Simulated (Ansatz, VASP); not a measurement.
## One calculation of VSbS, two programs

INCAR

```
SYSTEM = VSbS
PREC = Accurate
ENCUT = 520
EDIFF = 1E-7
ISMEAR = 0
SIGMA = 0.1
LREAL = .FALSE.
LASPH = .TRUE.
NELM = 150
ALGO = Normal
ISIF = 2
LWAVE = .FALSE.
LCHARG = .FALSE.
ISPIN = 2
MAGMOM = 2 0 0
LORBIT = 11
LMAXMIX = 4
GGA = PE
NBANDS = 23
```

File KPOINTS:

```
Automatic mesh
0
G
  6 6 4
  0 0 0
```

File POSCAR:

```
VSbS
1.0
    4.4727578200      0.0000000000      0.0000000000
   -2.2363789100      3.8735218900      0.0000000000
    0.0000000000      0.0000000000      3.8933267600
V Sb S
1 1 1
Direct
    0.6666666700      0.3333333300      0.5000000000
    0.3333333300      0.6666666700      0.0000000000
    0.0000000000      0.0000000000      0.5000000000
```

Input for Ansatz:

```yaml
crystal:
  lattice:
    - [4.47275782, 0.0, 0.0]
    - [-2.23637891, 3.87352189, 0.0]
    - [0.0, 0.0, 3.89332676]
  atoms:
    - { symbol: V, position: [0.66666667, 0.33333333, 0.5], spin: 2.0 }
    - { symbol: Sb, position: [0.33333333, 0.66666667, 0.0] }
    - { symbol: S, position: [0.0, 0.0, 0.5] }
basis:
  ecutwfc: 420
kpoints:
  mp_grid: { grid: [6, 6, 4] }
hamiltonian:
  xc: pbe
scf:
  occupations: { method: gaussian, width: 0.1 }
  lower_state_search: "off"
output:
  forces: true
  stress: true
  eigenvalues: true
  populations: true
magnetization:
  spin_polarized: true
```

Change from the starting cell: species swapped into the ErCuGe type (P-6m2, No. 187).

Alike in both runs: task single point; functional PBE; k mesh 6 × 6 × 4; occupations gaussian, width 0.1 eV; collinear spin.

|  | VASP | Ansatz |
| --- | --- | --- |
| version | VASP 6.6.1 | Ansatz 0.2.0 |
| potentials or method | VASP PAW PBE potentials, release 64 (V_sv, Sb, S), cutoff 520 eV | scalar-relativistic, plane waves, PAW |
| valence electrons in the cell | 24 | 34 |

Ansatz gave:

* gap on the k mesh at the Fermi level (eV): none
* pressure (GPa): -11.3
* traceless stress, the component that is largest in VASP (GPa): 3.03
* net moment per atom (μB): 0.63
* size of the moment on the site where the two differ most (μB): 1.79

**Question.** Which values does VASP return?

**Answer.** gap on the k mesh at the Fermi level (eV): none; pressure (GPa): -14.3; traceless stress, the component that is largest in VASP (GPa): 3.46; net moment per atom (μB): 0.00; size of the moment on the site where the two differ most (μB): 0.00.

The net moments are unlike, so the other rows may belong to different states. Site moments also hang on the region over which each program counts them. A gap of «none» marks a metal or a gap that the smearing closes. VASP's potentials hold 24 valence electrons a cell and Ansatz's 34, so a difference there can come from the potentials and not from the codes.

The k mesh is coarse, so the values compare programs but aren't converged. Neither program's run includes spin-orbit coupling.
